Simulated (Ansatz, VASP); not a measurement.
## KI: VASP beside Ansatz

```
CELL_PARAMETERS angstrom
6.09111 0.00000 0.00000
-3.04555 5.27505 0.00000
0.00000 0.00000 7.11751
ATOMIC_POSITIONS crystal
K 0.33333 0.66667 0.93750
K 0.66667 0.33333 0.43750
I 0.33333 0.66667 0.43750
I 0.66667 0.33333 0.93750
```

Alike in both runs: task single point; functional PBE; k mesh 6 × 6 × 4; no spin polarisation.

|  | VASP | Ansatz |
| --- | --- | --- |
| version | VASP 6.6.1 | Ansatz 0.2.0 |
| potentials or method | VASP PAW PBE potentials, release 64 (K_sv, I) | plane waves, PAW |
| plane-wave cutoff (eV) | 520 | 420 |
| occupations | gaussian, width 0.01 eV | fixed |
| valence electrons in the cell | 32 | 52 |

|  | VASP | Ansatz | Ansatz less VASP |
| --- | --- | --- | --- |
| gap on the k mesh at the Fermi level (eV) | 3.75 | 3.75 | +0.003 |
| pressure (GPa) | 0.0 | 0.0 | -0.01 |

VASP's potentials hold 32 valence electrons a cell and Ansatz's 52, so a difference there can come from the potentials and not from the codes. Ansatz's warnings: structure snapped to symmetry.

Spin-orbit coupling is off throughout.
